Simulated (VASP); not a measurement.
LiCaF3, 10 atoms in the cell. Symmetry: P4/mbm, No. 127, tetragonal system. The conventional cell has a = 5.404 Å, b = 5.404 Å, c = 3.802 Å, α = 90.00°, β = 90.00°, γ = 90.00°. Li (site symmetry 4/m) has 6 F at 1.90 to 1.99 Å within 2.5 Å. Ca (site symmetry mmm) has 12 F at 2.33 to 3.11 Å and 8 Li at 3.30 Å within 3.4 Å. Within 2.6 Å of F (site symmetry m2m) lie 2 Li at 1.99 Å and 2 Ca at 2.33 Å. Within 2.5 Å of F (site symmetry 4/m) lie 2 Li at 1.90 Å. 

```yaml
Program: VASP 6.6.1
Task: single point
Functional: PBE
Potentials_or_basis: VASP PAW PBE potentials, release 64 (Li_sv, Ca_sv, F)
Cutoff: 520 eV
k_mesh: 4 × 4 × 6
Occupations: gaussian, width 0.02 eV
Spin: no spin polarisation
Dipole_correction: no
Further_INCAR_settings: ALGO = Normal; EDIFF = 1e-07; NBANDS = 45
```

Potentials or basis: VASP PAW PBE potentials, release 64 (Li_sv, Ca_sv, F).

The run is started by

```console
$ cat potpaw_PBE.64/Li_sv/POTCAR potpaw_PBE.64/Ca_sv/POTCAR potpaw_PBE.64/F/POTCAR > POTCAR
$ mpirun -np 1 vasp_std > vasp.out
```

Hardware: 1 thread of Oxide Virtual Turin-like Processor (shared host).

**Question.** Estimate the wall time of this run.

**Answer.** Wall time 110 s on 1 thread of Oxide Virtual Turin-like Processor, with other jobs on the host, peak memory 0.22 GiB. Counts: scf iterations 17, k points 24.
